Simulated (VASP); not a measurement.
Sn8O16F (a cell with a defect): single point with PBE

The system is Sn8O16F (a cell with a defect).

```xyz
25
Lattice="4.8275 4.8275 0.0000 -4.8275 4.8275 0.0000 0.0000 0.0000 6.4759" Properties=species:S:1:pos:R:3 pbc="T T T"
Sn   -2.4332    2.4072    1.5580
Sn    2.4857    2.3749    1.6061
Sn    0.0004   -0.0319   -0.0181
Sn    0.0267    4.8052   -0.0189
Sn   -2.4581    2.4135    4.7712
Sn    2.4301    2.3355    4.8369
Sn   -0.0527    0.0040    3.2123
Sn    0.0573    4.7713    3.2371
O    -3.9418    3.8619    1.6213
O     1.3231    4.1376    1.7277
O    -1.1050    0.7511    1.5930
O    -0.8993    5.6584    1.6130
O     1.6572    1.2812   -0.0108
O     1.5014    6.2786   -0.0607
O    -1.9138    3.6539   -0.1586
O     3.3792    3.2700   -0.0434
O    -3.9671    3.8824    4.7916
O     0.9273    3.8182    4.8651
O    -0.9106    0.9944    4.8636
O    -0.8737    5.7252    4.8106
O     1.4355    1.5003    3.1858
O     1.4497    6.3470    3.1998
O    -1.4205    3.2720    3.1600
O     3.4057    3.2503    3.2604
F    -0.1386    2.8329    0.7050
```

```yaml
Program: VASP 6.6.1
Task: single point
Functional: PBE
Potentials_or_basis: VASP PAW PBE potentials, release 64 (Sn_d, O, F)
Cutoff: 520 eV
k_mesh: 1 × 1 × 1
Occupations: fermi-dirac, width 0.01 eV
Spin: collinear spin
Starting_moments: "[0.0, 0.0, 0.0, 0.0, 0.0, 0.0, 0.0, 0.0, 0.0, 0.27, 0.01, 0.0, 0.06, 0.0, 0.4, 0.0, 0.04, 0.0, 0.01, 0.0, 0.0, 0.02, 0.0, 0.02, 0.23] μB"
Fixed_moment: 1 μB
```

```yaml
Pressure: 2.6 GPa
Largest_force: 0.084 eV/Å
Net_moment: 1.00 μB per cell
Site_moments: Sn -0.01, -0.00, +0.00 (each value once); O +0.00, +0.23, +0.01, -0.00, +0.05, +0.33, +0.04, +0.02 (each value once); F +0.20 μB
Valence_electrons_inside_the_program's_atomic_spheres: Sn 12.16, 12.20, 12.17, 12.28, 12.23, 12.24, 12.26 (each value once); O 5.06, 4.99, 5.04, 5.05, 5.03, 4.96, 5.07 (each value once); F 6.07
```

Forces in eV/Å, atoms in the order of the input:
```
Sn   0.008 -0.008 -0.006
Sn  -0.008  0.001 -0.018
Sn  -0.005  0.001  0.002
Sn   0.029  0.062 -0.001
Sn   0.007 -0.004 -0.006
Sn   0.001  0.016 -0.005
Sn  -0.005  0.002  0.002
Sn  -0.010  0.004 -0.007
O    0.015 -0.013  0.003
O    0.020 -0.007 -0.016
O   -0.011  0.011 -0.003
O   -0.015  0.004  0.004
O   -0.012 -0.010  0.012
O   -0.010 -0.016  0.001
O    0.008  0.036  0.003
O    0.019  0.011  0.007
O    0.022 -0.011  0.008
O    0.020 -0.028  0.002
O   -0.013  0.014  0.000
O   -0.022  0.015 -0.006
O   -0.017 -0.014 -0.004
O   -0.019 -0.011  0.004
O    0.015  0.008  0.006
O    0.014  0.011  0.003
F   -0.032 -0.076  0.015
```

Stress tensor (GPa, compression positive):
```
 3.62  0.57  1.14
 0.57  2.57 -0.03
 1.14 -0.03  1.65
```

Wall time 4 min on 1 thread of Intel(R) Xeon(R) Platinum 8259CL CPU @ 2.50GHz (Skylake/Cascade Lake), on a shared host, peak memory 0.46 GiB.

Caveat: the k points lie up to 0.97 Å⁻¹ apart; the total moment is fixed, so each spin has its own Fermi level.
